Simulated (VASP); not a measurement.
# Mg3ZnTe (Pm-3m) in VASP: single point with PBE

Aim: the single point of Mg3ZnTe with PBE.

All numbers are computed with VASP 6.6.1; they aren't measurements. Logs are shortened: lines on timing, memory, paths and dates and some standing lists are left out, and cuts for length are marked.

## Step 1: The cell of the first run

Symmetry: Pm-3m, No. 221, cubic system. The conventional cell has a = 4.596 Å, b = 4.596 Å, c = 4.596 Å, α = 90.00°, β = 90.00°, γ = 90.00°. Mg (site symmetry 4/mmm) has 2 Zn at 2.30 Å within 3.0 Å. Within 3.0 Å of Zn (site symmetry m-3m) lie 6 Mg at 2.30 Å. Within 4.3 Å of Te (site symmetry m-3m) lie 12 Mg at 3.25 Å and 8 Zn at 3.98 Å.

## Step 2: Single point, PBE

INCAR reads:

```
SYSTEM = Mg3ZnTe
  PREC = Accurate
  ENCUT = 520
  EDIFF = 1E-7
  ISMEAR = 0
  SIGMA = 0.1
  LREAL = .FALSE.
  LASPH = .TRUE.
  NELM = 100
  ALGO = Fast
  ISIF = 2
  LWAVE = .FALSE.
  LCHARG = .FALSE.
  GGA = PE
  NBANDS = 20
```

KPOINTS reads:

```
regular mesh
0
G
  4 4 4
  0 0 0
```

POSCAR reads:

```
Mg3ZnTe
1.0
    4.5957375800      0.0000000000      0.0000000000
    0.0000000000      4.5957375800      0.0000000000
    0.0000000000      0.0000000000      4.5957375800
Mg Zn Te
3 1 1
Direct
    0.5000000000      0.5000000000      0.0000000000
    0.0000000000      0.5000000000      0.5000000000
    0.5000000000      0.0000000000      0.5000000000
    0.5000000000      0.5000000000      0.5000000000
    0.0000000000      0.0000000000      0.0000000000
```

Potentials or basis: VASP PAW PBE potentials, release 64 (Mg, Zn, Te).

On the command line:

```
$ cat potpaw_PBE.64/Mg/POTCAR potpaw_PBE.64/Zn/POTCAR potpaw_PBE.64/Te/POTCAR > POTCAR
$ mpirun -np 1 vasp_std > vasp.out
```

OUTCAR:

```text
SYSTEM = Mg3ZnTe
   PREC = Accurate
   ENCUT = 520
   EDIFF = 1E-7
   ISMEAR = 0
   LREAL = .FALSE.
   LASPH = .TRUE.
   NELM = 100
   ISIF = 2
   GGA = PE

 ion  position               nearest neighbor table
   1  0.500  0.500  0.000-   4 2.30   4 2.30   2 3.25   5 3.25   2 3.25   3 3.25   3 3.25   3 3.25
                             5 3.25   3 3.25   2 3.25   5 3.25   2 3.25   5 3.25
   2  0.000  0.500  0.500-   4 2.30   4 2.30   1 3.25   5 3.25   1 3.25   5 3.25   3 3.25   5 3.25
                             5 3.25   1 3.25   3 3.25   3 3.25   1 3.25   3 3.25
   3  0.500  0.000  0.500-   4 2.30   4 2.30   1 3.25   5 3.25   1 3.25   5 3.25   1 3.25   2 3.25
                             2 3.25   1 3.25   2 3.25   5 3.25   5 3.25   2 3.25
   4  0.500  0.500  0.500-   1 2.30   2 2.30   3 2.30   1 2.30   3 2.30   2 2.30
   5  0.000  0.000  0.000-   1 3.25   2 3.25   3 3.25   2 3.25   3 3.25   1 3.25   2 3.25   2 3.25
                             1 3.25   3 3.25   3 3.25   1 3.25

  LATTYP: Found a simple cubic cell.
 ALAT       =     4.5957375800

  Lattice vectors:

 A1 = (   4.5957375800,   0.0000000000,   0.0000000000)
 A2 = (   0.0000000000,   4.5957375800,   0.0000000000)
 A3 = (   0.0000000000,   0.0000000000,   4.5957375800)

Analysis of symmetry for initial positions (statically):
=====================================================================
 Subroutine PRICEL returns:
 Original cell was already a primitive cell.

 Routine SETGRP: Setting up the symmetry group for a
 simple cubic supercell.

 Subroutine GETGRP returns: Found 48 space group operations
 (whereof 48 operations were pure point group operations)
 out of a pool of 48 trial point group operations.

The static configuration has the point symmetry O_h .

Analysis of symmetry for dynamics (positions and initial velocities):
=====================================================================
 Subroutine PRICEL returns:
 Original cell was already a primitive cell.

 Routine SETGRP: Setting up the symmetry group for a
 simple cubic supercell.

 Subroutine GETGRP returns: Found 48 space group operations
 (whereof 48 operations were pure point group operations)
 out of a pool of 48 trial point group operations.

The dynamic configuration has the point symmetry O_h .

 Subroutine INISYM returns: Found 48 space group operations
 (whereof 48 operations are pure point group operations),
 and found     1 'primitive' translations

----------------------------------------------------------------------------------------

                                     Primitive cell

  volume of cell :      97.0657

[... 84 lines left out ...]
   NFREE  =      0    steps in history (QN), initial steepest desc. (CG)
   ISIF   =      2    stress and relaxation
   ISYM   =      2    0-nonsym 1-usesym 2-fastsym
   POTIM  = 0.5000    time-step for ionic-motion
   TEBEG  =    0.0;   TEEND  =   0.0 temperature during run
   PSTRESS=    0.0 pullay stress
   NELECT =      24.0000    total number of electrons
   NUPDOWN=      -1.0000    fix difference up-down
   EMIN   =  10.00;   EMAX   =-10.00  energy-range for DOS
   EFERMI =   0.00;   METHOD = LEGACY
   ISMEAR =     0;   SIGMA  =   0.10  broadening in eV -4-tet -1-fermi 0-gaus
   EFERMI_NEDOS =   21; number of points for ismear=-14 and -15
   IALGO  =     68    algorithm
   IMIX   =      4    mixing-type and parameters
     AMIX     =   0.40;   BMIX     =  1.00
     AMIX_MAG =   1.60;   BMIX_MAG =  1.00
  volume/ion in A,a.u.               =      19.41       131.01
  Fermi-wavevector in a.u.,A,eV,Ry     =   1.027519  1.941730 14.364978  1.055796
  Thomas-Fermi vector in A             =   2.161468
   LORBIT       =      0    0 simple, 1 ext, 2 COOP (PROOUT), +10 PAW based schemes
   GGA     = PE    functional components
   LHFCALC =     F    Hartree Fock is set to
   AEXX    =    0.0000 exact exchange contribution
   IVDW    =     0    specifies the selected vdW correction
   LEPSILON=     F    determine dielectric tensor
   LRPA    =     F    only Hartree local field effects (RPA)
 non-spin polarized calculation
 RMM-DIIS sequential band-by-band and
 Gauss-broadening in eV      SIGMA  =   0.10
  energy-cutoff  :      520.00
  volume of cell :       97.07
 maximum number of plane-waves:      2624
 NGX is ok and might be reduce to    36
   NGX = 17   NGY = 17   NGZ = 17

 number of electron      23.9999991 magnetization

 Free energy of the ion-electron system (eV)
  ---------------------------------------------------
  ext. energy  EPLUGINS =         0.00000000
  ---------------------------------------------------
  free energy    TOTEN  =        -7.25542157 eV

  energy without entropy =       -7.24263181  energy(sigma->0) =       -7.24902669

 E-fermi :   5.0463     XC(G=0):  -9.7569

 val. band max:        5.0179135734   @ k =   0.5000   0.2500   0.0000
 cond. band min:       5.1848299637   @ k =   0.5000   0.5000   0.0000
 fundamental gap:      0.1669163903
 Fermi energy:         5.0463456802

 k-point     1 :       0.0000    0.0000    0.0000
  band No.  band energies     occupation
      1      -6.9748      2.00000
      2      -3.4567      2.00000
      3      -3.4567      2.00000
      4      -3.2607      2.00000
      5      -3.2607      2.00000
      6      -3.2607      2.00000
[... 219 lines left out ...]
     19      12.8154      0.00000
     20      13.8342      0.00000

------------------------ aborting loop because EDIFF is reached ----------------------------------------

  FORCE on cell =-STRESS in cart. coord.  units (eV):
  Direction    XX          YY          ZZ          XY          YZ          ZX
  --------------------------------------------------------------------------------------
  -------------------------------------------------------------------------------------
  Total       10.7771098     10.7771098     10.7771098     -0.0000000      0.0000000     -0.0000000
  in kB      177.8882333    177.8882333    177.8882333     -0.0000000      0.0000000     -0.0000000
  external PRESSURE =     177.8882333 kB  Pullay stress =       0.0000000 kB

 VOLUME and BASIS-vectors are now :
 -----------------------------------------------------------------------------
  energy-cutoff  :      520.00
  volume of cell :       97.07
      direct lattice vectors                 reciprocal lattice vectors
     4.595737580  0.000000000  0.000000000     0.217592929  0.000000000  0.000000000
     0.000000000  4.595737580  0.000000000     0.000000000  0.217592929  0.000000000
     0.000000000  0.000000000  4.595737580     0.000000000  0.000000000  0.217592929

 POSITION                                       TOTAL-FORCE (eV/Angst)
 -----------------------------------------------------------------------------------
      2.29787      2.29787      0.00000         0.000000      0.000000      0.000000
      0.00000      2.29787      2.29787         0.000000      0.000000      0.000000
      2.29787      0.00000      2.29787         0.000000      0.000000      0.000000
      2.29787      2.29787      2.29787         0.000000      0.000000      0.000000
      0.00000      0.00000      0.00000         0.000000      0.000000      0.000000
 -----------------------------------------------------------------------------------
    total drift:                                0.000000      0.000000      0.000000

  FREE ENERGIE OF THE ION-ELECTRON SYSTEM (eV)
  ---------------------------------------------------
  free  energy   TOTEN  =        -7.2554215699 eV

  energy  without entropy=       -7.2426318077  energy(sigma->0) =       -7.24902669
```

stdout:

```text
POSCAR found type information on POSCAR MgZnTe
 POSCAR found :  3 types and       5 ions
 scaLAPACK will be used
 LDA part: xc-table for (Slater+PW92), standard interpolation
 POSCAR, INCAR and KPOINTS ok, starting setup
 FFT: planning ... GRIDC
 FFT: planning ... GRID_SOFT
 FFT: planning ... GRID
 WAVECAR not read
 entering main loop
```

It took 21 s on 1 thread of AMD EPYC 7R13 (Zen 3), shared host; peak memory 0.18 GiB.

Results:

```
Free energy            : -7.2554 eV
Pressure               : 17.8 GPa
Band gap on the k mesh : zero (band 12 reaches 5.65 eV, above the bottom of band 13 at 2.17 eV)
```

Caveat: spin-orbit coupling is left out, which moves the levels of the heavy elements.
